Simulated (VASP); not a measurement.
# As in VASP: single point with PBE

Aim: the single point of As with PBE.

All numbers are computed with VASP 6.6.1; they aren't measurements. Logs are shortened: lines on timing, memory, paths and dates and some standing lists are left out, and cuts for length are marked.

### 1 The cell of the first run

The cell holds a slab with vacuum, 4 atoms: a = 3.650 Å, b = 4.470 Å, c = 15.420 Å, α = 90.00°, β = 90.00°, γ = 90.00°.

### 2 Single point, PBE

Input file INCAR:

```
SYSTEM = As
  PREC = Accurate
  ENCUT = 520
  EDIFF = 1E-6
  ISMEAR = 0
  SIGMA = 0.05
  LREAL = .FALSE.
  LASPH = .TRUE.
  NELM = 60
  ALGO = Normal
  ISIF = 2
  LWAVE = .FALSE.
  LCHARG = .FALSE.
  GGA = PE
  NBANDS = 18
```

Input file KPOINTS:

```
regular mesh
0
G
  18 16 1
  0 0 0
```

Input file POSCAR:

```
As
1.0
    3.6500000000      0.0000000000      0.0000000000
    0.0000000000      4.4700000000      0.0000000000
    0.0000000000      0.0000000000     15.4200000000
As
4
Direct
    0.5000000000      0.9400000000      0.4215304800
    0.0000000000      0.5600000000      0.4215304800
    0.5000000000      0.0600000000      0.5784695200
    0.0000000000      0.4400000000      0.5784695200
```

Potentials or basis: VASP PAW PBE potentials, release 64 (As).

On the command line:

```
cat potpaw_PBE.64/As/POTCAR > POTCAR
mpirun -np 1 vasp_std > vasp.out
```

OUTCAR:

```text
SYSTEM = As
   PREC = Accurate
   ENCUT = 520
   EDIFF = 1E-6
   ISMEAR = 0
   LREAL = .FALSE.
   LASPH = .TRUE.
   NELM = 60
   ISIF = 2
   GGA = PE

 ion  position               nearest neighbor table
   1  0.500  0.940  0.422-   3 2.48   2 2.49   2 2.49
   2  0.000  0.560  0.422-   4 2.48   1 2.49   1 2.49
   3  0.500  0.060  0.578-   1 2.48   4 2.49   4 2.49
   4  0.000  0.440  0.578-   2 2.48   3 2.49   3 2.49

  LATTYP: Found a simple orthorhombic cell.
 ALAT       =     3.6500000000
 B/A-ratio  =     1.2246575342
 C/A-ratio  =     4.2246575342

  Lattice vectors:

 A1 = (   3.6500000000,   0.0000000000,   0.0000000000)
 A2 = (   0.0000000000,   4.4700000000,   0.0000000000)
 A3 = (   0.0000000000,   0.0000000000,  15.4200000000)

Analysis of symmetry for initial positions (statically):
=====================================================================
 Subroutine PRICEL returns:
 Original cell was already a primitive cell.

 Routine SETGRP: Setting up the symmetry group for a
 simple orthorhombic supercell.

 Subroutine GETGRP returns: Found  8 space group operations
 (whereof  4 operations were pure point group operations)
 out of a pool of  8 trial point group operations.

The static configuration has the point symmetry C_2h.
 The point group associated with its full space group is D_2h.

Analysis of symmetry for dynamics (positions and initial velocities):
=====================================================================
 Subroutine PRICEL returns:
 Original cell was already a primitive cell.

 Routine SETGRP: Setting up the symmetry group for a
 simple orthorhombic supercell.

 Subroutine GETGRP returns: Found  8 space group operations
 (whereof  4 operations were pure point group operations)
 out of a pool of  8 trial point group operations.

The dynamic configuration has the point symmetry C_2h.
 The point group associated with its full space group is D_2h.

 Subroutine INISYM returns: Found  8 space group operations
 (whereof  4 operations are pure point group operations),
 and found     1 'primitive' translations

----------------------------------------------------------------------------------------

                                     Primitive cell

  volume of cell :     251.5850

  direct lattice vectors                    reciprocal lattice vectors
     3.650000000  0.000000000  0.000000000     0.273972603  0.000000000  0.000000000
     0.000000000  4.470000000  0.000000000     0.000000000  0.223713647  0.000000000
[... 87 lines left out ...]
   ENCUT  =  520.0 eV  38.22 Ry    6.18 a.u.   6.79  8.31 28.67*2*pi/ulx,y,z
   NELM   =     60;   NELMIN=  2; NELMDL= -5     # of ELM steps
   EDIFF  = 0.1E-05   stopping-criterion for ELM
   LREAL  =      F    real-space projection
   EDIFFG = 0.1E-04   stopping-criterion for IOM
   NSW    =      0    number of steps for IOM
   IBRION =     -1    ionic relax: 0-MD 1-quasi-New 2-CG
   NFREE  =      0    steps in history (QN), initial steepest desc. (CG)
   ISIF   =      2    stress and relaxation
   ISYM   =      2    0-nonsym 1-usesym 2-fastsym
   POTIM  = 0.5000    time-step for ionic-motion
   TEBEG  =    0.0;   TEEND  =   0.0 temperature during run
   PSTRESS=    0.0 pullay stress
   NELECT =      20.0000    total number of electrons
   NUPDOWN=      -1.0000    fix difference up-down
   EMIN   =  10.00;   EMAX   =-10.00  energy-range for DOS
   EFERMI =   0.00;   METHOD = LEGACY
   ISMEAR =     0;   SIGMA  =   0.05  broadening in eV -4-tet -1-fermi 0-gaus
   EFERMI_NEDOS =   21; number of points for ismear=-14 and -15
   IALGO  =     38    algorithm
   IMIX   =      4    mixing-type and parameters
     AMIX     =   0.40;   BMIX     =  1.00
     AMIX_MAG =   1.60;   BMIX_MAG =  1.00
  volume/ion in A,a.u.               =      62.90       424.44
  Fermi-wavevector in a.u.,A,eV,Ry     =   0.703920  1.330216  6.741731  0.495503
  Thomas-Fermi vector in A             =   1.789021
   LORBIT       =      0    0 simple, 1 ext, 2 COOP (PROOUT), +10 PAW based schemes
   GGA     = PE    functional components
   LHFCALC =     F    Hartree Fock is set to
   AEXX    =    0.0000 exact exchange contribution
   IVDW    =     0    specifies the selected vdW correction
   LEPSILON=     F    determine dielectric tensor
   LRPA    =     F    only Hartree local field effects (RPA)
 non-spin polarized calculation
 Gauss-broadening in eV      SIGMA  =   0.05
  energy-cutoff  :      520.00
  volume of cell :      251.59
 maximum number of plane-waves:      6806
 NGX is ok and might be reduce to    28
   NGX = 13   NGY = 17   NGZ = 57

 number of electron      19.9999998 magnetization

 Free energy of the ion-electron system (eV)
  ---------------------------------------------------
  ext. energy  EPLUGINS =         0.00000000
  ---------------------------------------------------
  free energy    TOTEN  =       -18.45762461 eV

  energy without entropy =      -18.45758896  energy(sigma->0) =      -18.45760679

 E-fermi :  -0.7741     XC(G=0):  -4.1948

 val. band max:       -0.8512563397   @ k =   0.0000   0.3750   0.0000
 cond. band min:      -0.7043636891   @ k =   0.0000   0.0000   0.0000
 fundamental gap:      0.1468926507
 Fermi energy:        -0.7740514822

 k-point     1 :       0.0000    0.0000    0.0000
  band No.  band energies     occupation
      1     -15.5227      2.00000
      2     -13.2977      2.00000
      3     -10.2278      2.00000
      4      -7.1531      2.00000
      5      -6.0511      2.00000
      6      -5.2499      2.00000
[... 481 lines left out ...]
      5      -5.6326      2.00000
      6      -5.4283      2.00000
[... 10 lines left out ...]
     17       3.7247      0.00000
     18       3.8769      0.00000

 [... further k-points ...]
[... 5 lines left out ...]
  --------------------------------------------------------------------------------------
  -------------------------------------------------------------------------------------
  Total        2.4342877      1.7613224      0.2577466      0.0000000      0.0000000      0.0000000
  in kB       15.5023564     11.2166889      1.6414161      0.0000000      0.0000000      0.0000000
  external PRESSURE =       9.4534871 kB  Pullay stress =       0.0000000 kB

 VOLUME and BASIS-vectors are now :
 -----------------------------------------------------------------------------
  energy-cutoff  :      520.00
  volume of cell :      251.59
      direct lattice vectors                 reciprocal lattice vectors
     3.650000000  0.000000000  0.000000000     0.273972603  0.000000000  0.000000000
     0.000000000  4.470000000  0.000000000     0.000000000  0.223713647  0.000000000
     0.000000000  0.000000000 15.420000000     0.000000000  0.000000000  0.064850843

 POSITION                                       TOTAL-FORCE (eV/Angst)
 -----------------------------------------------------------------------------------
      1.82500      4.20180      6.50000        -0.000000      0.013292     -0.053808
      0.00000      2.50320      6.50000         0.000000     -0.013292     -0.053808
      1.82500      0.26820      8.92000         0.000000     -0.013292      0.053808
      0.00000      1.96680      8.92000         0.000000      0.013292      0.053808
 -----------------------------------------------------------------------------------
    total drift:                                0.000000      0.000000      0.000000

  FREE ENERGIE OF THE ION-ELECTRON SYSTEM (eV)
  ---------------------------------------------------
  free  energy   TOTEN  =       -18.4576246096 eV

  energy  without entropy=      -18.4575889626  energy(sigma->0) =      -18.45760679
```

stdout:

```text
POSCAR found type information on POSCAR As
 POSCAR found :  1 types and       4 ions
 scaLAPACK will be used
 LDA part: xc-table for (Slater+PW92), standard interpolation
 POSCAR, INCAR and KPOINTS ok, starting setup
 FFT: planning ... GRIDC
 FFT: planning ... GRID_SOFT
 FFT: planning ... GRID
 WAVECAR not read
 entering main loop
```

Wall time 4.4 min (1 thread of Intel Xeon Platinum 8488C (Sapphire Rapids), shared host); peak memory 0.52 GiB.

Results:

```
Free energy   : -18.4576 eV
Largest force : 0.055 eV/Å
```

Forces on the atoms (eV/Å):
```
As   0.000  0.013 -0.054
As   0.000 -0.013 -0.054
As   0.000 -0.013  0.054
As   0.000  0.013  0.054
```

Caveat: there is no dipole correction, which matters where the two faces differ.
